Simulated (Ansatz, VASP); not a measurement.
## MgS: VASP beside Ansatz

Contents of INCAR:

```
SYSTEM = MgS
PREC = Accurate
ENCUT = 520
EDIFF = 1E-8
ISMEAR = -1
SIGMA = 0.03
LREAL = .FALSE.
LASPH = .TRUE.
NELM = 100
ALGO = Normal
ISIF = 2
LWAVE = .FALSE.
LCHARG = .FALSE.
GGA = PS
LEFG = .TRUE.
NBANDS = 11
```

The input KPOINTS:

```
Automatic mesh
0
G
  14 14 14
  0 0 0
```

The input POSCAR:

```
MgS
1.0
    0.0000000000      2.6488453500      2.6488453500
    2.6488453500      0.0000000000      2.6488453500
    2.6488453500      2.6488453500      0.0000000000
Mg S
1 1
Direct
    0.0000000000      0.0000000000      0.0000000000
    0.5000000000      0.5000000000      0.5000000000
```

Input for Ansatz:

```yaml
crystal:
  lattice:
    - [0.0, 2.64884535, 2.64884535]
    - [2.64884535, 0.0, 2.64884535]
    - [2.64884535, 2.64884535, 0.0]
  atoms:
    - { symbol: Mg, position: [0.0, 0.0, 0.0] }
    - { symbol: S, position: [0.5, 0.5, 0.5] }
kpoints:
  mp_grid: { grid: [14, 14, 14] }
scf:
  occupations: { method: fermi_dirac, width: 0.03 }
hamiltonian:
  xc: pbesol
  pseudopotentials: { kind: paw }
output:
  forces: true
  stress: true
  eigenvalues: true
  efg: { contact_densities: true }
```

Change from the starting cell: functional pbesol, volume scaled by 1.04, PAW files.

Alike in both runs: task electric field gradients; functional PBEsol; k mesh 14 × 14 × 14; occupations fermi-dirac, width 0.03 eV; no spin polarisation.

```csv
,VASP,Ansatz
version,VASP 6.6.1,Ansatz 0.2.0
potentials or method,"VASP PAW PBE potentials, release 64 (Mg, S)","PAW with Ansatz's default frozen-core files, scalar-relativistic"
plane-wave cutoff (eV),520,420
valence electrons in the cell,8,16
```

VASP gave:

- gap on the k mesh at the Fermi level (eV): 2.59
- pressure (GPa): -4.7

Q: Estimate Ansatz's values.

A: gap on the k mesh at the Fermi level (eV): 2.59; pressure (GPa): -4.5.

VASP's potentials were made for PBE, not for PBEsol. VASP's potentials hold 8 valence electrons a cell and Ansatz's 16, so a difference there can come from the potentials and not from the codes.
